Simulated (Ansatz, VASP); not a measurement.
## Ga5Sb2As3: VASP beside Ansatz

Contents of INCAR:

```
  PREC = Accurate
  ENCUT = 520
  EDIFF = 1E-7
  ISMEAR = 0
  SIGMA = 0.2
  LREAL = F
  LASPH = T
  NELM = 60
  ALGO = Normal
  ISIF = 2
  LWAVE = F
  LCHARG = F
  GGA = PE
  NBANDS = 56
```

The input KPOINTS:

```
regular mesh
0
Gamma
  6 6 6
```

The input POSCAR:

```
Ga5Sb2As3
1.0
    0.0000000000     -4.1991073676      0.0000000000
    4.1991073676      0.0000000000      0.0000000000
   -2.0995536838      2.0995536838     14.8275628233
Ga Sb As
5 2 3
Direct
    0.0000000000      0.0000000000      0.0000000000
    0.6085020680      0.6085020680      0.2170041361
    0.2029226315      0.2029226315      0.4058452630
    0.7970773685      0.7970773685      0.5941547370
    0.3914979320      0.3914979320      0.7829958639
    0.4458408724      0.9458408724      0.8916817448
    0.0541591276      0.5541591276      0.1083182552
    0.6557003530      0.1557003530      0.3114007059
    0.2500000000      0.7500000000      0.5000000000
    0.8442996470      0.3442996470      0.6885992941
```

Input for Ansatz:

```yaml
crystal:
  lattice:
    - [0.0, -4.1991073676, 0.0]
    - [4.1991073676, 0.0, 0.0]
    - [-2.0995536838, 2.0995536838, 14.8275628233]
  atoms:
    - { symbol: Ga, position: [0.0, 0.0, 0.0] }
    - { symbol: Ga, position: [0.608502068, 0.608502068, 0.2170041361] }
    - { symbol: Ga, position: [0.2029226315, 0.2029226315, 0.405845263] }
    - { symbol: Ga, position: [0.7970773685, 0.7970773685, 0.594154737] }
    - { symbol: Ga, position: [0.391497932, 0.391497932, 0.7829958639] }
    - { symbol: Sb, position: [0.4458408724, 0.9458408724, 0.8916817448] }
    - { symbol: Sb, position: [0.0541591276, 0.5541591276, 0.1083182552] }
    - { symbol: As, position: [0.655700353, 0.155700353, 0.3114007059] }
    - { symbol: As, position: [0.25, 0.75, 0.5] }
    - { symbol: As, position: [0.844299647, 0.344299647, 0.6885992941] }
basis:
  ecutwfc: 420
kpoints:
  mp_grid: { grid: [6, 6, 6] }
hamiltonian:
  xc: pbe
scf:
  occupations: { method: gaussian, width: 0.2 }
  lower_state_search: "off"
output:
  forces: true
  stress: true
  eigenvalues: true
```

Alike in both runs: task single point; functional PBE; k mesh 6 × 6 × 6; occupations gaussian, width 0.2 eV; no spin polarisation.

```csv
,VASP,Ansatz
version,VASP 6.6.1,Ansatz 0.2.0
potentials or method,"VASP PAW PBE potentials, release 64 (Ga_d, Sb, As), cutoff 520 eV","scalar-relativistic, plane waves, PAW"
valence electrons in the cell,90,140
```

```csv
,VASP,Ansatz,Ansatz less VASP
gap on the k mesh at the Fermi level (eV),none,none,-
pressure (GPa),0.1,0.0,-0.12
"traceless stress, the component that is largest in VASP (GPa)",-0.15,-0.15,+0.001
```

A gap of «none» marks a metal or a gap that the smearing closes. VASP's potentials hold 90 valence electrons a cell and Ansatz's 140, so a difference there can come from the potentials and not from the codes.

Neither program's run includes spin-orbit coupling.
